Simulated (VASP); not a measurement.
Sn3Se, 4 atoms in the cell. The structure is cubic, space group Pm-3m (No. 221). Conventional cell: a = 4.773 Å, b = 4.773 Å, c = 4.773 Å, α = 90.00°, β = 90.00°, γ = 90.00°. Sn (site symmetry 4/mmm) has 8 Sn at 3.38 Å and 4 Se at 3.38 Å within 4.4 Å. Within 4.4 Å of Se (site symmetry m-3m) lie 12 Sn at 3.38 Å. 

| Quantity | Value |
| --- | --- |
| Program | VASP 6.6.1 |
| Task | single point |
| Functional | r2SCAN |
| Potentials or basis | VASP PAW PBE potentials, release 64 (Sn_d, Se) |
| Cutoff | 520 eV |
| k mesh | 6 × 6 × 6 |
| Occupations | fermi-dirac, width 0.05 eV |
| Spin | no spin polarisation |
| Dipole correction | no |
| Further INCAR settings | ALGO = Normal; EDIFF = 1e-06; NBANDS = 32 |

Potentials or basis: VASP PAW PBE potentials, release 64 (Sn_d, Se).

The run is started by

```sh
$ cat potpaw_PBE.64/Sn_d/POTCAR potpaw_PBE.64/Se/POTCAR > POTCAR
$ cp INCAR.step1 INCAR
$ mpirun -np 1 vasp_std > vasp.out
$ cp INCAR.step2 INCAR
$ mpirun -np 1 vasp_std > vasp.out
```

Hardware: 1 thread of AMD EPYC 7R13, on a shared host.

Task: Estimate the wall time of this run.

Result: Wall time 4.1 min on 1 thread of AMD EPYC 7R13, with other jobs on the host, peak memory 0.22 GiB. Counts: k points 20.
